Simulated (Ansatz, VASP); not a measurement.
# Two plane-wave programs on BN

```xyz
2
Lattice="2.5080 0.0000 0.0000 -1.2467 2.1762 0.0000 0.0000 0.0000 15.0000" Properties=species:S:1:pos:R:3 pbc="T T T"
B     1.2297    2.1384    7.5254
N     1.2717    0.7397    7.4746
```

Change from the starting cell: species swapped into a sheet of the BN type.

Alike in both runs: task single point; functional PBE; k mesh 8 × 8 × 1; occupations gaussian, width 0.1 eV; no spin polarisation.

|  | VASP | Ansatz |
| --- | --- | --- |
| version | VASP 6.6.1 | Ansatz 0.2.0 |
| potentials or method | VASP PAW PBE potentials, release 64 (B, N), cutoff 520 eV | scalar-relativistic, plane waves, PAW |
| valence electrons in the cell | 8 | 8 |

Ansatz gave:

| Item | Value |
| --- | --- |
| gap on the k mesh at the Fermi level (eV) | 4.53 |
| least direct gap on the mesh (eV) | 4.72 |
| rms of the force components (eV/Å) | 1.591 |

Problem. What did VASP give for the same quantities?

Solution. gap on the k mesh at the Fermi level (eV): 4.52; least direct gap on the mesh (eV): 4.71; rms of the force components (eV/Å): 1.587.

Atom by atom the forces differ by 0.004 eV/Å (rms over components). Ansatz's warnings: slab cell height set.
